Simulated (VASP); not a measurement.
BAs:

```
CELL_PARAMETERS angstrom
0.00000 2.38850 2.38850
2.38850 0.00000 2.38850
2.38850 2.38850 0.00000
ATOMIC_POSITIONS crystal
As 0.75000 0.75000 0.75000
B 0.00000 0.00000 0.00000
```

Base run:

```yaml
Program: VASP 6.6.1
Functional: r2SCAN0
Potentials_or_basis: VASP PAW PBE potentials, release 64 (As, B)
Cutoff: 520 eV
k_mesh: 6 × 6 × 6
Occupations: fermi-dirac, width 0.05 eV
Spin: no spin polarisation
```

Its results: band gap on the k mesh 2.74 eV (least direct gap 4.87 eV); pressure -2.0 GPa.

Q: The run is repeated on the same cell with these changes: k mesh from 6 × 6 × 6 to 5 × 5 × 5; further incar settings from ALGO = Normal; EDIFF = 1e-07; NBANDS = 11 to ALGO = Normal; EDIFF = 1e-06; NBANDS = 11. What comes out?

A: Band gap on the k mesh 2.67 eV (least direct gap 4.91 eV); pressure -1.9 GPa.

Caveats: some runs use coarse meshes; the PAW data sets were made with another functional, which shifts forces and pressure a little; an odd mesh through Γ misses points on the zone boundary, where band edges can lie (at least some runs).
